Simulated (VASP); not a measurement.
Here is a VASP 6.6.1 calculation.

INCAR

```
SYSTEM = Zr3S
  PREC = Accurate
  ENCUT = 520
  EDIFF = 1E-6
  ISMEAR = 0
  SIGMA = 0.1
  LREAL = .False.
  LASPH = .True.
  NELM = 100
  ALGO = Normal
  ISIF = 2
  LWAVE = .False.
  LCHARG = .True.
  GGA = PE
  LELF = .True.
  LVHAR = .True.
  NBANDS = 29
```

File KPOINTS:

```
regular mesh
0
Gamma
  4 4 4
  0 0 0
```

Contents of POSCAR:

```
Zr3S
1.0
    4.0856315963      0.0000000000      0.0000000000
    0.0000000000      4.0856315963      0.0000000000
    0.0000000000      0.0000000000      4.0856315963
Zr S
3 1
Direct
    0.0000000000      0.5000000000      0.5000000000
    0.5000000000      0.0000000000      0.5000000000
    0.5000000000      0.5000000000      0.0000000000
    0.0000000000      0.0000000000      0.0000000000
```

Potentials or basis: VASP PAW PBE potentials, release 64 (Zr_sv, S).

Launch:

```sh
$ cat potpaw_PBE.64/Zr_sv/POTCAR potpaw_PBE.64/S/POTCAR > POTCAR
$ mpirun -np 1 vasp_std > vasp.out
```

Q: Estimate the band gap on the k mesh.

A: Zero (band 21 reaches 12.67 eV, above the bottom of band 22 at 9.34 eV).

Q: What does it give for the pressure?

A: 15.8 GPa.

Caveat: the k points lie up to 0.38 Å⁻¹ apart.
